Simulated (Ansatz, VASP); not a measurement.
## WSe2: VASP beside Ansatz

Contents of INCAR:

```
ALGO = Normal
EDIFF = 1E-7
EDIFFG = -0.002
ENCUT = 600
GGA = PE
IBRION = 2
ISIF = 3
ISMEAR = 0
IVDW = 12
LASPH = T
LCHARG = F
LREAL = F
LWAVE = F
NELM = 100
NSW = 100
PREC = Accurate
SIGMA = 0.02
```

File KPOINTS:

```
k-points
0
Gamma
  9 9 2
```

POSCAR

```
WSe2
1.0
    3.3199329200      0.0000000000      0.0000000000
   -1.6599664600      2.8751462500      0.0000000000
    0.0000000000      0.0000000000     13.7371873000
W Se
2 4
Direct
    0.6666666700      0.3333333300      0.7500000000
    0.3333333300      0.6666666700      0.2500000000
    0.3333333300      0.6666666700      0.8710007900
    0.6666666700      0.3333333300      0.3710007900
    0.3333333300      0.6666666700      0.6289992100
    0.6666666700      0.3333333300      0.1289992100
```

Input for Ansatz:

```yaml
crystal:
  lattice:
    - [3.31993292, 0.0, 0.0]
    - [-1.65996646, 2.87514625, 0.0]
    - [0.0, 0.0, 13.7371873]
  atoms:
    - { symbol: W, position: [0.66666667, 0.33333333, 0.75] }
    - { symbol: W, position: [0.33333333, 0.66666667, 0.25] }
    - { symbol: Se, position: [0.33333333, 0.66666667, 0.87100079] }
    - { symbol: Se, position: [0.66666667, 0.33333333, 0.37100079] }
    - { symbol: Se, position: [0.33333333, 0.66666667, 0.62899921] }
    - { symbol: Se, position: [0.66666667, 0.33333333, 0.12899921] }
basis:
  ecutwfc: 420
kpoints:
  mp_grid: { grid: [9, 9, 2] }
hamiltonian:
  xc: pbe
  dispersion: d3bj
  pseudopotentials: { kind: paw, azcp: { folder: soft_1 } }
scf:
  occupations: { method: gaussian, width: 0.02 }
output:
  forces: true
  stress: true
  eigenvalues: true
  write_density: true
  write_potential: true
  elf: true
  volumetric_format: npy
relax:
  adjacent_minimum: "off"
  f_tol: 0.002
  max_steps: 80
  cell: { stress_tol: 0.02 }
```

Alike in both runs: task relaxation of cell and atoms; functional PBE; dispersion D3(BJ); k mesh 9 × 9 × 2; occupations gaussian, width 0.02 eV; no spin polarisation.

|  | VASP | Ansatz |
| --- | --- | --- |
| version | VASP 6.6.1 | Ansatz 0.2.0 |
| potentials or method | VASP PAW PBE potentials, release 64 (W_sv, Se), cutoff 600 eV | scalar-relativistic, plane waves, PAW |
| valence electrons in the cell | 52 | 92 |

|  | VASP | Ansatz | Ansatz less VASP |
| --- | --- | --- | --- |
| gap on the k mesh at the Fermi level, each at its own relaxed structure (eV) | 0.99 | 1.00 | +0.006 |
| relaxed volume (Å³/atom) | 19.88 | 19.85 | -0.033 |
| relaxed length of the cell vector where the two differ most in proportion (Å) | 3.281 | 3.279 | -0.0020 |

VASP's potentials hold 52 valence electrons a cell and Ansatz's 92, so a difference there can come from the potentials and not from the codes.

Spin-orbit coupling is off throughout.
